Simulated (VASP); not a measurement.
Write the native input for VASP 6.6.1 that does the following.

* Task: single point
* Functional: PBE
* Potentials or basis: VASP PAW PBE potentials, release 64 (Cd, S)
* Cutoff: 520 eV
* k mesh: 6 × 6 × 2
* Occupations: gaussian, width 0.01 eV
* Spin: no spin polarisation
* Dipole correction: no
* Further INCAR settings: ALGO = Normal; EDIFF = 1e-07; NBANDS = 26

The structure of CdS lies in POSCAR:

```
CdS
1.0
    4.4085296226      0.0000000000      0.0000000000
   -2.2042648113      3.8178986465      0.0000000000
    0.0000000000      0.0000000000      5.7481182294
Cd S
2 2
Direct
    0.3333333333      0.6666666667      0.2500000000
    0.6666666667      0.3333333333      0.7500000000
    0.6666666667      0.3333333333      0.2500000000
    0.3333333333      0.6666666667      0.7500000000
```

The input as run:

INCAR

```
ALGO = Normal ; EDIFF = 1E-7
ENCUT = 520 ; GGA = PE
ISIF = 2 ; ISMEAR = 0
LASPH = True ; LCHARG = False
LREAL = False ; LWAVE = False
NBANDS = 26 ; NELM = 100
PREC = Accurate ; SIGMA = 0.01
```

KPOINTS

```
k-points
0
Gamma
  6 6 2
```

Potentials or basis: VASP PAW PBE potentials, release 64 (Cd, S).

Command:

```console
$ cat potpaw_PBE.64/Cd/POTCAR potpaw_PBE.64/S/POTCAR > POTCAR
$ mpirun -np 1 vasp_std > vasp.out
```

Results of the run:

| Item | Value |
| --- | --- |
| Pressure | 1.9 GPa |
| Band gap on the k mesh | 0.99 eV, indirect (least direct gap 1.26 eV) |

Caveat: the k points lie up to 0.55 Å⁻¹ apart.

It took 26 s on 1 thread of Intel(R) Xeon(R) Platinum 8488C (Sapphire Rapids) (shared host), peak memory 0.23 GiB.
